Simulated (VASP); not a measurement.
# BeTe (F-43m) in VASP: single point with r2SCAN

Aim: the single point of BeTe with r2SCAN.

Everything below comes from runs of VASP 6.6.1. Logs are shortened: lines on timing, memory, paths and dates and some standing lists are left out, and cuts for length are marked.

## (1) The cell of the first run

Symmetry: F-43m, No. 216, cubic system. The conventional cell has a = 5.626 Å, b = 5.626 Å, c = 5.626 Å, α = 90.00°, β = 90.00°, γ = 90.00°. Be (site symmetry -43m) has 4 Te at 2.44 Å within 3.2 Å. Te (site symmetry -43m) has 4 Be at 2.44 Å within 3.2 Å.

## (2) Single point, r2SCAN

POSCAR reads:

```
BeTe
1.0
    0.0000000000      2.8129250000      2.8129250000
    2.8129250000      0.0000000000      2.8129250000
    2.8129250000      2.8129250000      0.0000000000
Be Te
1 1
Direct
    0.0000000000      0.0000000000      0.0000000000
    0.2500000000      0.2500000000      0.2500000000
```

INCAR.step1 reads:

```
SYSTEM = BeTe
PREC = Accurate
ENCUT = 520
ISMEAR = -1
SIGMA = 0.0197
LREAL = .False.
LASPH = .True.
NELM = 100
NBANDS = 11
GGA = PE
ALGO = Normal
EDIFF = 1E-4
LWAVE = .True.
LCHARG = .False.
```

INCAR.step2 reads:

```
SYSTEM = BeTe
PREC = Accurate
ENCUT = 520
EDIFF = 1E-6
ISMEAR = -1
SIGMA = 0.0197
LREAL = .False.
LASPH = .True.
NELM = 100
ALGO = Normal
ISIF = 2
LWAVE = .False.
LCHARG = .True.
METAGGA = R2SCAN
LMIXTAU = .True.
LELF = .True.
LVHAR = .True.
NBANDS = 11
ISTART = 1
```

KPOINTS reads:

```
Automatic mesh
0
Gamma
  8 8 8
  0 0 0
```

Potentials or basis: VASP PAW PBE potentials, release 64 (Be, Te).

On the command line:

```sh
$ cat potpaw_PBE.64/Be/POTCAR potpaw_PBE.64/Te/POTCAR > POTCAR
$ cp INCAR.step1 INCAR
$ mpirun -np 1 vasp_std > vasp.out
$ cp INCAR.step2 INCAR
$ mpirun -np 1 vasp_std > vasp.out
```

OUTCAR:

```text
SYSTEM = BeTe
   PREC = Accurate
   ENCUT = 520
   EDIFF = 1E-6
   ISMEAR = -1
   LREAL = .False.
   LASPH = .True.
   NELM = 100
   ISIF = 2
   METAGGA = R2SCAN
   ISTART = 1

 ion  position               nearest neighbor table
   1  0.000  0.000  0.000-   2 2.44   2 2.44   2 2.44   2 2.44
   2  0.250  0.250  0.250-   1 2.44   1 2.44   1 2.44   1 2.44

  LATTYP: Found a face centered cubic cell.
 ALAT       =     5.6258500000

  Lattice vectors:

 A1 = (   0.0000000000,   2.8129250000,   2.8129250000)
 A2 = (   2.8129250000,   0.0000000000,   2.8129250000)
 A3 = (   2.8129250000,   2.8129250000,   0.0000000000)

Analysis of symmetry for initial positions (statically):
=====================================================================
 Subroutine PRICEL returns:
 Original cell was already a primitive cell.

 Routine SETGRP: Setting up the symmetry group for a
 face centered cubic supercell.

 Subroutine GETGRP returns: Found 24 space group operations
 (whereof 24 operations were pure point group operations)
 out of a pool of 48 trial point group operations.

The static configuration has the point symmetry T_d .

Analysis of symmetry for dynamics (positions and initial velocities):
=====================================================================
 Subroutine PRICEL returns:
 Original cell was already a primitive cell.

 Routine SETGRP: Setting up the symmetry group for a
 face centered cubic supercell.

 Subroutine GETGRP returns: Found 24 space group operations
 (whereof 24 operations were pure point group operations)
 out of a pool of 48 trial point group operations.

The dynamic configuration has the point symmetry T_d .

 Subroutine INISYM returns: Found 24 space group operations
 (whereof 24 operations are pure point group operations),
 and found     1 'primitive' translations

----------------------------------------------------------------------------------------

                                     Primitive cell

  volume of cell :      44.5148

  direct lattice vectors                    reciprocal lattice vectors
     0.000000000  2.812925000  2.812925000    -0.177750918  0.177750918  0.177750918
     2.812925000  0.000000000  2.812925000     0.177750918 -0.177750918  0.177750918
     2.812925000  2.812925000  0.000000000     0.177750918  0.177750918 -0.177750918

  length of vectors
     3.978076685  3.978076685  3.978076685     0.307873620  0.307873620  0.307873620

  position of ions in fractional coordinates (direct lattice)
     0.000000000  0.000000000  0.000000000
     0.250000000  0.250000000  0.250000000

  ion indices of the primitive-cell ions
   primitive index   ion index
                 1           1
                 2           2

----------------------------------------------------------------------------------------

 KPOINTS: Automatic mesh

Automatic generation of k-mesh.
 Grid dimensions read from file:
 generate k-points for:    8    8    8

 Generating k-lattice:

  Cartesian coordinates                     Fractional coordinates (reciprocal lattice)
    -0.022218865  0.022218865  0.022218865     0.125000000  0.000000000  0.000000000
     0.022218865 -0.022218865  0.022218865     0.000000000  0.125000000  0.000000000
     0.022218865  0.022218865 -0.022218865     0.000000000  0.000000000  0.125000000

  Length of vectors
     0.038484203  0.038484203  0.038484203

  Shift w.r.t. Gamma in fractional coordinates (k-lattice)
     0.000000000  0.000000000  0.000000000

 Subroutine IBZKPT returns following result:
 ===========================================

 Found     29 irreducible k-points:

 Following reciprocal coordinates:
            Coordinates               Weight
  0.000000  0.000000  0.000000      1.000000
  0.125000  0.000000  0.000000      8.000000
  0.250000  0.000000  0.000000      8.000000
  0.375000  0.000000  0.000000      8.000000
  0.500000  0.000000  0.000000      4.000000
  0.125000  0.125000  0.000000      6.000000
[... 16 lines left out ...]
  0.500000  0.250000  0.125000     48.000000
 -0.375000  0.250000  0.125000     24.000000
 [... further k-points ...]
   k-points           NKPTS =     29   k-points in BZ     NKDIM =     29   number of bands    NBANDS=     11
   number of dos      NEDOS =    301   number of ions     NIONS =      2
   total plane-waves  NPLWV =  27000
   dimension x,y,z NGX =    30 NGY =   30 NGZ =   30
   dimension x,y,z NGXF=    60 NGYF=   60 NGZF=   60
   ions per type =               1   1
   NGX,Y,Z   is equivalent  to a cutoff of  12.54, 12.54, 12.54 a.u.
   NGXF,Y,Z  is equivalent  to a cutoff of  25.07, 25.07, 25.07 a.u.
 SYSTEM =  BeTe
   PREC   = accura    normal or accurate (medium, high low for compatibility)
   ISTART =      1    job   : 0-new  1-cont  2-samecut
   ICHARG =      0    charge: 1-file 2-atom 10-const
   ISPIN  =      1    spin polarized calculation?
   LNONCOLLINEAR =      F non collinear calculations
   LSORBIT =      F    spin-orbit coupling
   LASPH  =      T    aspherical Exc in radial PAW
   ENCUT  =  520.0 eV  38.22 Ry    6.18 a.u.   7.40  7.40  7.40*2*pi/ulx,y,z
   NELM   =    100;   NELMIN=  2; NELMDL=  0     # of ELM steps
   EDIFF  = 0.1E-05   stopping-criterion for ELM
   LREAL  =      F    real-space projection
   EDIFFG = 0.1E-04   stopping-criterion for IOM
   NSW    =      0    number of steps for IOM
   IBRION =     -1    ionic relax: 0-MD 1-quasi-New 2-CG
   NFREE  =      0    steps in history (QN), initial steepest desc. (CG)
   ISIF   =      2    stress and relaxation
   ISYM   =      2    0-nonsym 1-usesym 2-fastsym
   POTIM  = 0.5000    time-step for ionic-motion
   TEBEG  =    0.0;   TEEND  =   0.0 temperature during run
   PSTRESS=    0.0 pullay stress
   NELECT =       8.0000    total number of electrons
   NUPDOWN=      -1.0000    fix difference up-down
   EMIN   =  10.00;   EMAX   =-10.00  energy-range for DOS
   EFERMI =   0.00;   METHOD = LEGACY
   ISMEAR =    -1;   SIGMA  =   0.02  broadening in eV -4-tet -1-fermi 0-gaus
   EFERMI_NEDOS =   21; number of points for ismear=-14 and -15
   IALGO  =     38    algorithm
   IMIX   =      4    mixing-type and parameters
     AMIX     =   0.40;   BMIX     =  1.00
     AMIX_MAG =   1.60;   BMIX_MAG =  1.00
  volume/ion in A,a.u.               =      22.26       150.20
  Fermi-wavevector in a.u.,A,eV,Ry     =   0.923854  1.745831 11.612657  0.853506
  Thomas-Fermi vector in A             =   2.049536
   LORBIT       =      0    0 simple, 1 ext, 2 COOP (PROOUT), +10 PAW based schemes
   METAGGA = R2SCAN    functional components
   LHFCALC =     F    Hartree Fock is set to
   AEXX    =    0.0000 exact exchange contribution
   IVDW    =     0    specifies the selected vdW correction
   LEPSILON=     F    determine dielectric tensor
   LRPA    =     F    only Hartree local field effects (RPA)
 non-spin polarized calculation
  energy-cutoff  :      520.00
  volume of cell :       44.51
 maximum number of plane-waves:      1243
 NGX is ok and might be reduce to    30
   NGX = 15   NGY = 15   NGZ = 15

 number of electron       8.0000000 magnetization

 Free energy of the ion-electron system (eV)
  ---------------------------------------------------
  ext. energy  EPLUGINS =         0.00000000
  ---------------------------------------------------
  free energy    TOTEN  =       -30.68165165 eV

  energy without entropy =      -30.68165165  energy(sigma->0) =      -30.68165165

 E-fermi :   5.4091     XC(G=0):  -9.4927

 val. band max:        4.9750610279   @ k =   0.0000   0.0000   0.0000
 cond. band min:       7.3027957468   @ k =   0.5000   0.5000   0.0000
 fundamental gap:      2.3277347189
 Fermi energy:         5.4090731402

 k-point     1 :       0.0000    0.0000    0.0000
  band No.  band energies     occupation
      1      -7.8359      2.00000
      2       4.9750      2.00000
      3       4.9751      2.00000
      4       4.9751      2.00000
      5       8.9881      0.00000
      6       8.9881      0.00000
      7       8.9881      0.00000
      8       9.5123      0.00000
      9      14.0221      0.00000
     10      15.7277      0.00000
     11      15.7277      0.00000

 k-point     2 :       0.1250    0.0000    0.0000
  band No.  band energies     occupation
      1      -7.6777      2.00000
      2       3.6424      2.00000
      3       4.7338      2.00000
      4       4.7338      2.00000
      5       9.0109      0.00000
      6       9.3473      0.00000
      7       9.3473      0.00000
      8      10.7216      0.00000
      9      14.4823      0.00000
     10      14.8296      0.00000
     11      14.8296      0.00000

 k-point     3 :       0.2500    0.0000    0.0000
  band No.  band energies     occupation
      1      -7.2401      2.00000
      2       1.5462      2.00000
      3       4.2781      2.00000
      4       4.2782      2.00000
      5       8.7866      0.00000
      6       9.9006      0.00000
      7       9.9006      0.00000
      8      12.7144      0.00000
      9      14.5616      0.00000
     10      14.5616      0.00000
     11      14.7881      0.00000

 k-point     4 :       0.3750    0.0000    0.0000
  band No.  band energies     occupation
      1      -6.6796      2.00000
      2      -0.1315      2.00000
      3       3.9245      2.00000
      4       3.9245      2.00000
      5       8.6025      0.00000
      6      10.0271      0.00000
      7      10.0271      0.00000
      8      13.5078      0.00000
      9      15.5667      0.00000
     10      15.6999      0.00000
     11      15.6999      0.00000
[... 239 lines left out ...]
 k-point    22 :       0.3750    0.2500    0.1250
  band No.  band energies     occupation
      1      -6.8768      2.00000
      2       1.2818      2.00000
      3       2.6402      2.00000
      4       3.7070      2.00000
      5       8.9855      0.00000
      6      10.3644      0.00000
      7      10.8296      0.00000
      8      11.8234      0.00000
      9      14.7053      0.00000
     10      16.4171      0.00000
     11      16.8799      0.00000

 k-point    23 :       0.5000    0.2500    0.1250
  band No.  band energies     occupation
      1      -6.3769      2.00000
      2       0.1567      2.00000
      3       2.0816      2.00000
      4       3.2308      2.00000
      5       9.4610      0.00000
      6      10.1294      0.00000
      7      11.4447      0.00000
      8      12.4758      0.00000
      9      15.5845      0.00000
     10      16.0217      0.00000
     11      18.0770      0.00000

 k-point    24 :      -0.3750    0.2500    0.1250
  band No.  band energies     occupation
      1      -6.1227      2.00000
      2      -0.3746      2.00000
      3       1.9687      2.00000
      4       2.9972      2.00000
      5       9.6614      0.00000
      6       9.7790      0.00000
      7      12.2628      0.00000
      8      13.4177      0.00000
      9      14.0450      0.00000
     10      17.3083      0.00000
     11      17.6895      0.00000

 [... further k-points ...]
[... 5 lines left out ...]
  --------------------------------------------------------------------------------------
  -------------------------------------------------------------------------------------
  Total        0.3343767      0.3343767      0.3343767     -0.0000000      0.0000000     -0.0000000
  in kB       12.0348908     12.0348908     12.0348908     -0.0000000      0.0000000     -0.0000000
  external PRESSURE =      12.0348908 kB  Pullay stress =       0.0000000 kB

 VOLUME and BASIS-vectors are now :
 -----------------------------------------------------------------------------
  energy-cutoff  :      520.00
  volume of cell :       44.51
      direct lattice vectors                 reciprocal lattice vectors
     0.000000000  2.812925000  2.812925000    -0.177750918  0.177750918  0.177750918
     2.812925000  0.000000000  2.812925000     0.177750918 -0.177750918  0.177750918
     2.812925000  2.812925000  0.000000000     0.177750918  0.177750918 -0.177750918

 POSITION                                       TOTAL-FORCE (eV/Angst)
 -----------------------------------------------------------------------------------
      0.00000      0.00000      0.00000        -0.000000     -0.000000     -0.000000
      1.40646      1.40646      1.40646         0.000000      0.000000      0.000000
 -----------------------------------------------------------------------------------
    total drift:                                0.000000      0.000000      0.000000

  FREE ENERGIE OF THE ION-ELECTRON SYSTEM (eV)
  ---------------------------------------------------
  free  energy   TOTEN  =       -30.6816516527 eV

  energy  without entropy=      -30.6816516527  energy(sigma->0) =      -30.68165165
```

Wall time 67 s (1 thread of AMD EPYC 7R13, shared host); peak memory 0.15 GiB.

Results:

| Item | Value |
| --- | --- |
| Free energy | -30.6817 eV |
| Pressure | 1.2 GPa |
| Band gap on the k mesh | 2.33 eV, indirect (least direct gap 4.01 eV) |

Levels at points of the mesh, in eV from the valence-band top:
```tsv
k point	band 1	band 2	band 3	band 4	band 5	band 6	band 7	band 8	band 9
(0.00, 0.00, 0.00)	-12.81	0.00	0.00	0.00	4.01	4.01	4.01	4.54	9.05
(0.50, 0.00, 0.00)	-11.36	-5.79	-1.18	-1.18	3.56	5.01	5.01	8.47	11.79
(0.50, 0.50, 0.00)	-10.82	-5.36	-2.76	-2.76	2.33	2.99	10.59	10.59	12.55
```

Caveat: the PAW data sets were made with another functional, which shifts forces and pressure a little; spin-orbit coupling is left out, which moves the levels of the heavy elements.
